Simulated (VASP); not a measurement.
# InAs (Fm-3m) in VASP: further runs, part 2 of 3

VASP 6.6.1.

## Step 3: Single point, PBE

Contents of INCAR:

```
SYSTEM = InAs
PREC = Accurate ; ENCUT = 520
EDIFF = 1E-6 ; ISMEAR = -1
SIGMA = 0.02 ; LREAL = .False.
LASPH = .True. ; NELM = 60
ALGO = Normal ; ISIF = 2
LWAVE = .False. ; LCHARG = .True.
GGA = PE ; LELF = .True.
LVHAR = .True. ; NBANDS = 16
```

Contents of KPOINTS:

```
Automatic mesh
0
Gamma
  6 6 6
  0 0 0
```

Contents of POSCAR:

```
InAs
1.0
    0.0000000000      2.8414337288      2.8414337288
    2.8414337288      0.0000000000      2.8414337288
    2.8414337288      2.8414337288      0.0000000000
In As
1 1
Direct
    0.0000000000      0.0000000000      0.0000000000
    0.5000000000      0.5000000000      0.5000000000
```

Potentials or basis: VASP PAW PBE potentials, release 64 (In_d, As).

Command:

```bash
$ cat potpaw_PBE.64/In_d/POTCAR potpaw_PBE.64/As/POTCAR > POTCAR
$ mpirun -np 1 vasp_std > vasp.out
```

OUTCAR:

```text
SYSTEM = InAs
   PREC = Accurate
   ENCUT = 520
   EDIFF = 1E-6
   ISMEAR = -1
   LREAL = .False.
   LASPH = .True.
   NELM = 60
   ISIF = 2
   GGA = PE

 ion  position               nearest neighbor table
   1  0.000  0.000  0.000-   2 2.84   2 2.84   2 2.84   2 2.84   2 2.84   2 2.84
   2  0.500  0.500  0.500-   1 2.84   1 2.84   1 2.84   1 2.84   1 2.84   1 2.84

  LATTYP: Found a face centered cubic cell.
 ALAT       =     5.6828674576

  Lattice vectors:

 A1 = (   0.0000000000,   2.8414337288,   2.8414337288)
 A2 = (   2.8414337288,   0.0000000000,   2.8414337288)
 A3 = (   2.8414337288,   2.8414337288,   0.0000000000)

Analysis of symmetry for initial positions (statically):
=====================================================================
 Subroutine PRICEL returns:
 Original cell was already a primitive cell.

 Routine SETGRP: Setting up the symmetry group for a
 face centered cubic supercell.

 Subroutine GETGRP returns: Found 48 space group operations
[... 9 lines left out ...]

 Routine SETGRP: Setting up the symmetry group for a
 face centered cubic supercell.

 Subroutine GETGRP returns: Found 48 space group operations
[... 11 lines left out ...]
                                     Primitive cell

  volume of cell :      45.8820

  direct lattice vectors                    reciprocal lattice vectors
     0.000000000  2.841433729  2.841433729    -0.175967504  0.175967504  0.175967504
     2.841433729  0.000000000  2.841433729     0.175967504 -0.175967504  0.175967504
     2.841433729  2.841433729  0.000000000     0.175967504  0.175967504 -0.175967504

  length of vectors
     4.018394116  4.018394116  4.018394116     0.304784657  0.304784657  0.304784657

  position of ions in fractional coordinates (direct lattice)
     0.000000000  0.000000000  0.000000000
     0.500000000  0.500000000  0.500000000

  ion indices of the primitive-cell ions
   primitive index   ion index
                 1           1
                 2           2
[... 77 lines left out ...]
   EFERMI =   0.00;   METHOD = LEGACY
   ISMEAR =    -1;   SIGMA  =   0.02  broadening in eV -4-tet -1-fermi 0-gaus
   EFERMI_NEDOS =   21; number of points for ismear=-14 and -15
   IALGO  =     38    algorithm
   IMIX   =      4    mixing-type and parameters
     AMIX     =   0.40;   BMIX     =  1.00
     AMIX_MAG =   1.60;   BMIX_MAG =  1.00
  volume/ion in A,a.u.               =      22.94       154.81
  Fermi-wavevector in a.u.,A,eV,Ry     =   1.198445  2.264733 19.541648  1.436271
  Thomas-Fermi vector in A             =   2.334334
   LORBIT       =      0    0 simple, 1 ext, 2 COOP (PROOUT), +10 PAW based schemes
   GGA     = PE    functional components
   LHFCALC =     F    Hartree Fock is set to
   AEXX    =    0.0000 exact exchange contribution
   IVDW    =     0    specifies the selected vdW correction
   LEPSILON=     F    determine dielectric tensor
   LRPA    =     F    only Hartree local field effects (RPA)
 non-spin polarized calculation
  energy-cutoff  :      520.00
  volume of cell :       45.88
 maximum number of plane-waves:      1258
 NGX is ok and might be reduce to    30
   NGX = 15   NGY = 15   NGZ = 15

 number of electron      17.9999990 magnetization

 Free energy of the ion-electron system (eV)
  ---------------------------------------------------
  ext. energy  EPLUGINS =         0.00000000
  ---------------------------------------------------
  free energy    TOTEN  =        -7.33071820 eV

  energy without entropy =       -7.32713127  energy(sigma->0) =       -7.32892474

 E-fermi :   6.3593     XC(G=0): -10.2673

 val. band max:        6.3213391801   @ k =  -0.3333   0.1667   0.0000
 cond. band min:       6.3742624895   @ k =   0.3333   0.0000   0.0000
 fundamental gap:      0.0529233094
 Fermi energy:         6.3592660713

 k-point     1 :       0.0000    0.0000    0.0000
  band No.  band energies     occupation
      1      -8.0127      2.00000
      2      -8.0127      2.00000
      3      -7.9905      2.00000
      4      -7.9905      2.00000
      5      -7.9905      2.00000
      6      -6.0086      2.00000
[... 281 lines left out ...]
      3      -8.0029      2.00000
      4      -7.9374      2.00000
      5      -7.9013      2.00000
      6      -3.2459      2.00000
[... 8 lines left out ...]
     15      18.2516      0.00000
     16      20.8165      0.00000

------------------------ aborting loop because EDIFF is reached ----------------------------------------

  FORCE on cell =-STRESS in cart. coord.  units (eV):
  Direction    XX          YY          ZZ          XY          YZ          ZX
  --------------------------------------------------------------------------------------
  -------------------------------------------------------------------------------------
  Total        0.7457426      0.7457426      0.7457426     -0.0000000     -0.0000000      0.0000000
  in kB       26.0409569     26.0409569     26.0409569     -0.0000000     -0.0000000      0.0000000
  external PRESSURE =      26.0409569 kB  Pullay stress =       0.0000000 kB

 VOLUME and BASIS-vectors are now :
 -----------------------------------------------------------------------------
  energy-cutoff  :      520.00
  volume of cell :       45.88
      direct lattice vectors                 reciprocal lattice vectors
     0.000000000  2.841433729  2.841433729    -0.175967504  0.175967504  0.175967504
     2.841433729  0.000000000  2.841433729     0.175967504 -0.175967504  0.175967504
     2.841433729  2.841433729  0.000000000     0.175967504  0.175967504 -0.175967504

 POSITION                                       TOTAL-FORCE (eV/Angst)
 -----------------------------------------------------------------------------------
      0.00000      0.00000      0.00000        -0.000000      0.000000     -0.000000
      2.84143      2.84143      2.84143         0.000000     -0.000000      0.000000
 -----------------------------------------------------------------------------------
    total drift:                               -0.000000      0.000000      0.000000

  FREE ENERGIE OF THE ION-ELECTRON SYSTEM (eV)
  ---------------------------------------------------
  free  energy   TOTEN  =        -7.3307182015 eV

  energy  without entropy=       -7.3271312697  energy(sigma->0) =       -7.32892474
```

OSZICAR:

```text
N       E                     dE             d eps       ncg     rms          rms(c)
DAV:   1     0.107139664529E+03    0.10714E+03   -0.85665E+03   512   0.130E+03
DAV:   2    -0.763617615437E+00   -0.10790E+03   -0.10360E+03   560   0.303E+02
DAV:   3    -0.734888481905E+01   -0.65853E+01   -0.65345E+01   688   0.715E+01
DAV:   4    -0.749508830413E+01   -0.14620E+00   -0.14614E+00   616   0.110E+01
DAV:   5    -0.750039001137E+01   -0.53017E-02   -0.53011E-02   776   0.187E+00    0.375E+00
DAV:   6    -0.734252993658E+01    0.15786E+00   -0.25274E-01   704   0.894E+00    0.207E+00
DAV:   7    -0.733047175810E+01    0.12058E-01   -0.68178E-02   792   0.278E+00    0.594E-01
DAV:   8    -0.733057659493E+01   -0.10484E-03   -0.57800E-03   656   0.104E+00    0.125E-01
DAV:   9    -0.733072185789E+01   -0.14526E-03   -0.49945E-04   696   0.294E-01    0.753E-02
DAV:  10    -0.733071795607E+01    0.39018E-05   -0.24228E-05   600   0.432E-02    0.460E-02
DAV:  11    -0.733071820147E+01   -0.24540E-06   -0.48470E-06   704   0.212E-02
   1 F= -.73307182E+01 E0= -.73289247E+01  d E =-.358693E-02
```

stdout:

```text
POSCAR found type information on POSCAR InAs
 POSCAR found :  2 types and       2 ions
 scaLAPACK will be used
 LDA part: xc-table for (Slater+PW92), standard interpolation
 POSCAR, INCAR and KPOINTS ok, starting setup
 FFT: planning ... GRIDC
 FFT: planning ... GRID_SOFT
 FFT: planning ... GRID
 WAVECAR not read
 entering main loop
```

It took 21 s on 1 thread of AMD EPYC 7R43 (Zen 3), shared host; peak memory 0.13 GiB.

Results:

| Property | Result |
| --- | --- |
| Free energy | -7.3307 eV |
| Pressure | 2.6 GPa |
| Band gap on the k mesh | zero (band 9 reaches 6.73 eV, above the bottom of band 10 at 4.00 eV) |

Levels at points of the mesh, in eV from the Fermi level:
```tsv
k point	band 7	band 8	band 9	band 10	band 11	band 12
(0.00, 0.00, 0.00)	-0.41	-0.23	-0.23	-0.23	7.20	7.20
(0.50, 0.00, 0.00)	-6.71	0.18	0.18	2.15	3.28	3.28
(0.50, 0.50, 0.00)	-4.93	-2.91	-2.36	-2.36	3.80	9.48
```

Caveat: spin-orbit coupling is left out, which moves the levels of the heavy elements.

## Step 4: Single point, HSE06

POSCAR is that of step 3.

Contents of INCAR.step1:

```
SYSTEM = InAs
PREC     = Accurate       ! precision mode
ENCUT    = 520            ! plane-wave cutoff, eV
EDIFF    = 1E-5           ! SCF threshold, eV
ISMEAR   = -1             ! smearing method
SIGMA    = 0.02           ! smearing width, eV
LREAL    = .FALSE.        ! projectors in reciprocal space
LASPH    = .TRUE.         ! aspherical terms in the spheres
NELM     = 100            ! most SCF steps
ALGO     = Normal         ! electronic algorithm
ISIF     = 2              ! what is computed and relaxed
LWAVE    = .TRUE.         ! write WAVECAR
LCHARG   = .FALSE.        ! write CHGCAR
GGA      = PE             ! functional
NBANDS   = 16             ! bands
```

Contents of INCAR.step2:

```
SYSTEM = InAs
PREC     = Accurate       ! precision mode
ENCUT    = 520            ! plane-wave cutoff, eV
EDIFF    = 1E-6           ! SCF threshold, eV
ISMEAR   = -1             ! smearing method
SIGMA    = 0.02           ! smearing width, eV
LREAL    = .FALSE.        ! projectors in reciprocal space
LASPH    = .TRUE.         ! aspherical terms in the spheres
NELM     = 100            ! most SCF steps
ALGO     = Normal         ! electronic algorithm
ISIF     = 2              ! what is computed and relaxed
LWAVE    = .FALSE.        ! write WAVECAR
LCHARG   = .FALSE.        ! write CHGCAR
GGA      = PE             ! functional
LHFCALC  = .TRUE.         ! exact exchange
HFSCREEN = 0.2079         ! screening, 1/A
PRECFOCK = Normal       
ISTART   = 1            
NBANDS   = 16             ! bands
```

Contents of KPOINTS:

```
Automatic mesh
0
G
  4 4 4
  0 0 0
```

Command:

```bash
$ cat potpaw_PBE.64/In_d/POTCAR potpaw_PBE.64/As/POTCAR > POTCAR
$ cp INCAR.step1 INCAR
$ mpirun -np 1 vasp_std > vasp.out
$ cp INCAR.step2 INCAR
$ mpirun -np 1 vasp_std > vasp.out
```

Wall time 18 min (1 thread of AMD EPYC 7R43 (Zen 3), shared host); peak memory 0.23 GiB.

The run converged. Its results:

| Property | Result |
| --- | --- |
| Free energy | -8.3652 eV |
| Pressure | 0.4 GPa |
| Band gap on the k mesh | zero (band 9 reaches 6.35 eV, above the bottom of band 10 at 3.51 eV) |

Levels at points of the mesh, in eV from the Fermi level:
```csv
k point,band 6,band 7,band 8,band 9,band 10,band 11,band 12,band 13
"(0.00, 0.00, 0.00)",-13.88,-0.48,-0.48,-0.48,-0.10,7.62,7.62,7.62
"(0.50, 0.00, 0.00)",-11.83,-7.69,0.00,0.00,2.49,3.54,3.54,5.30
"(0.50, 0.50, 0.00)",-10.79,-5.70,-3.08,-2.84,-2.84,4.05,10.40,10.40
```

Caveat: the k points lie up to 0.48 Å⁻¹ apart; the PAW data sets were made with another functional, which shifts forces and pressure a little; spin-orbit coupling is left out, which moves the levels of the heavy elements.

(Continued in part 3 of 3.)
